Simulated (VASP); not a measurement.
# Al2O3 (P-3m1) in VASP: electric field gradients with PBEsol

Aim: the electric field gradients of Al2O3 with PBEsol.

Program: VASP 6.6.1. These are calculated values, not measurements. Logs are shortened: lines on timing, memory, paths and dates and some standing lists are left out, and cuts for length are marked.

## (1) The cell of the first run

It takes space group P-3m1 (No. 164, trigonal). The conventional cell has a = 3.017 Å, b = 3.017 Å, c = 7.575 Å, α = 90.00°, β = 90.00°, γ = 120.00°. Al (site symmetry 3m) has 4 O at 1.68 to 1.84 Å within 2.2 Å. Within 2.4 Å of O (site symmetry 3m) lie 3 Al at 1.84 Å. O (site symmetry -3m) has 2 Al at 1.68 Å within 2.2 Å.

## (2) Electric field gradients, PBEsol

The input, INCAR:

```
PREC = Accurate
ENCUT = 520
EDIFF = 1E-8
ISMEAR = 0
SIGMA = 0.01
LREAL = F
LASPH = T
NELM = 120
ALGO = Normal
ISIF = 2
LWAVE = F
LCHARG = F
GGA = PS
LEFG = T
NBANDS = 20
GGA_COMPAT = F
```

The input, KPOINTS:

```
regular mesh
0
Gamma
  7 7 3
```

The input, POSCAR:

```
Al2O3
1.0
    3.0174825400      0.0000000000      0.0000000000
   -1.5087412700      2.6132165351      0.0000000000
    0.0000000000      0.0000000000      7.5746360000
Al O
2 3
Direct
    0.0000000000      0.0000000000      0.2779510000
    0.0000000000      0.0000000000      0.7220490000
    0.3333333333      0.6666666667      0.1994540000
    0.6666666667      0.3333333333      0.8005460000
    0.0000000000      0.0000000000      0.5000000000
```

Potentials or basis: VASP PAW PBE potentials, release 64 (Al, O).

On the command line:

```sh
$ cat potpaw_PBE.64/Al/POTCAR potpaw_PBE.64/O/POTCAR > POTCAR
$ mpirun -np 1 vasp_std > vasp.out
```

OUTCAR:

```text
PREC = Accurate
   ENCUT = 520
   EDIFF = 1E-8
   ISMEAR = 0
   LREAL = F
   LASPH = T
   NELM = 120
   ISIF = 2
   GGA = PS

 ion  position               nearest neighbor table
   1  0.000  0.000  0.278-   5 1.68   3 1.84   3 1.84   3 1.84   2 3.36
   2  0.000  0.000  0.722-   5 1.68   4 1.84   4 1.84   4 1.84   1 3.36
   3  0.333  0.667  0.199-   1 1.84   1 1.84   1 1.84
   4  0.667  0.333  0.801-   2 1.84   2 1.84   2 1.84
   5  0.000  0.000  0.500-   1 1.68   2 1.68

  LATTYP: Found a hexagonal cell.
 ALAT       =     3.0174825400
 C/A-ratio  =     2.5102501504

  Lattice vectors:

 A1 = (   3.0174825400,   0.0000000000,   0.0000000000)
 A2 = (  -1.5087412700,   2.6132165351,   0.0000000000)
 A3 = (   0.0000000000,   0.0000000000,   7.5746360000)

Analysis of symmetry for initial positions (statically):
=====================================================================
 Subroutine PRICEL returns:
 Original cell was already a primitive cell.

 Routine SETGRP: Setting up the symmetry group for a
 hexagonal supercell.

 Subroutine GETGRP returns: Found 12 space group operations
 (whereof 12 operations were pure point group operations)
 out of a pool of 24 trial point group operations.

The static configuration has the point symmetry D_3d.

Analysis of symmetry for dynamics (positions and initial velocities):
=====================================================================
 Subroutine PRICEL returns:
 Original cell was already a primitive cell.

 Routine SETGRP: Setting up the symmetry group for a
 hexagonal supercell.

 Subroutine GETGRP returns: Found 12 space group operations
 (whereof 12 operations were pure point group operations)
 out of a pool of 24 trial point group operations.

The dynamic configuration has the point symmetry D_3d.

 Subroutine INISYM returns: Found 12 space group operations
 (whereof 12 operations are pure point group operations),
 and found     1 'primitive' translations

----------------------------------------------------------------------------------------

                                     Primitive cell

  volume of cell :      59.7285
[... 138 lines left out ...]

 E-fermi :   3.8704     XC(G=0):  -9.9412

 val. band max:        3.7454015110   @ k =   0.0000   0.0000   0.0000
 cond. band min:       5.9389953044   @ k =   0.0000   0.0000   0.0000
 fundamental gap:      2.1935937934
 Fermi energy:         3.8703674249

 k-point     1 :       0.0000    0.0000    0.0000
  band No.  band energies     occupation
      1     -15.8025      2.00000
      2     -15.6058      2.00000
      3     -13.0408      2.00000
      4      -2.1386      2.00000
      5      -0.7758      2.00000
      6       0.0128      2.00000
[... 449 lines left out ...]
     19      14.8270      0.00000
     20      15.4624      0.00000

------------------------ aborting loop because EDIFF is reached ----------------------------------------

  FORCE on cell =-STRESS in cart. coord.  units (eV):
  Direction    XX          YY          ZZ          XY          YZ          ZX
  --------------------------------------------------------------------------------------
  -------------------------------------------------------------------------------------
  Total       -1.4686507     -1.4686507     -0.9821692      0.0000000      0.0000000      0.0000000
  in kB      -39.3955487    -39.3955487    -26.3460156      0.0000000      0.0000000      0.0000000
  external PRESSURE =     -35.0457044 kB  Pullay stress =       0.0000000 kB

 VOLUME and BASIS-vectors are now :
 -----------------------------------------------------------------------------
  energy-cutoff  :      520.00
  volume of cell :       59.73
      direct lattice vectors                 reciprocal lattice vectors
     3.017482540  0.000000000  0.000000000     0.331402083  0.191335082  0.000000000
    -1.508741270  2.613216535  0.000000000     0.000000000  0.382670164  0.000000000
     0.000000000  0.000000000  7.574636000     0.000000000  0.000000000  0.132019545

 POSITION                                       TOTAL-FORCE (eV/Angst)
 -----------------------------------------------------------------------------------
      0.00000      0.00000      2.10538        -0.000000      0.000000      0.092575
      0.00000      0.00000      5.46926         0.000000     -0.000000     -0.092575
     -0.00000      1.74214      1.51079         0.000000     -0.000000      0.188042
      1.50874      0.87107      6.06384        -0.000000      0.000000     -0.188042
      0.00000      0.00000      3.78732        -0.000000     -0.000000      0.000000
 -----------------------------------------------------------------------------------
    total drift:                                0.000000      0.000000     -0.000000

  FREE ENERGIE OF THE ION-ELECTRON SYSTEM (eV)
  ---------------------------------------------------
  free  energy   TOTEN  =       -37.7278758452 eV

  energy  without entropy=      -37.7278758452  energy(sigma->0) =      -37.72787585

 Electric field gradients (V/A^2)
---------------------------------------------------------------------
 ion       V_xx      V_yy      V_zz      V_xy      V_xz      V_yz
---------------------------------------------------------------------
   1      12.266    12.267   -24.533     0.000    -0.000     0.000
   2      12.266    12.267   -24.533     0.000    -0.000     0.000
   3      32.765    32.768   -65.533     0.003    -0.000     0.000
   4      32.765    32.768   -65.533     0.003    -0.000     0.000
   5     -27.619   -27.616    55.235     0.003     0.000    -0.000
---------------------------------------------------------------------

 Electric field gradients after diagonalization (V/A^2)
 (convention: |V_zz| > |V_xx| > |V_yy|)
----------------------------------------------------------------------
 ion       V_xx      V_yy      V_zz     asymmetry (V_yy - V_xx)/ V_zz
----------------------------------------------------------------------
   1      12.267    12.266   -24.533       0.000
   2      12.267    12.266   -24.533       0.000
   3      32.770    32.763   -65.533       0.000
   4      32.770    32.763   -65.533       0.000
   5     -27.621   -27.614    55.235       0.000
----------------------------------------------------------------------

           NMR quadrupolar parameters

 Cq : quadrupolar parameter    Cq=e*Q*V_zz/h
 eta: asymmetry parameters     (V_yy - V_xx)/ V_zz
 Q  : nuclear electric quadrupole moment in mb (millibarn)
----------------------------------------------------------------------
 ion       Cq(MHz)       eta       Q (mb)
----------------------------------------------------------------------
   1      -0.059       0.000       1.000
   2      -0.059       0.000       1.000
   3      -0.158       0.000       1.000
   4      -0.158       0.000       1.000
   5       0.134       0.000       1.000
----------------------------------------------------------------------
```

Run time: 19 s. Hardware: 1 thread of AMD EPYC 7R13 (Zen 3), shared host; peak memory 0.14 GiB.

What came out:

* Free energy: -37.7279 eV
* Pressure: -3.5 GPa
* Largest force: 0.188 eV/Å
* Band gap on the k mesh: 2.19 eV
* Largest electric field gradient by atom: Al -24.5; O -65.5, +55.2 (each value once) V/Å²

Forces on the atoms (eV/Å):
```
Al   0.000  0.000  0.093
Al   0.000  0.000 -0.093
O    0.000  0.000  0.188
O    0.000  0.000 -0.188
O    0.000  0.000  0.000
```

Stress tensor (GPa, compression positive):
```
-3.94  0.00  0.00
 0.00 -3.94  0.00
 0.00  0.00 -2.63
```

Electric field gradients, principal values (V/Å²):
| atom | least | middle | greatest (by size) |
| --- | --- | --- | --- |
| 1 Al | 12.266 | 12.267 | -24.533 |
| 2 Al | 12.266 | 12.267 | -24.533 |
| 3 O | 32.763 | 32.770 | -65.533 |
| 4 O | 32.763 | 32.770 | -65.533 |
| 5 O | -27.614 | -27.621 | 55.235 |

Caveat: the cell stands under tension; without QUAD_EFG the Cq values of the log hold for a quadrupole moment of 1 mb, not for the nuclei; the PAW data sets were made with another functional, which shifts forces and pressure a little.
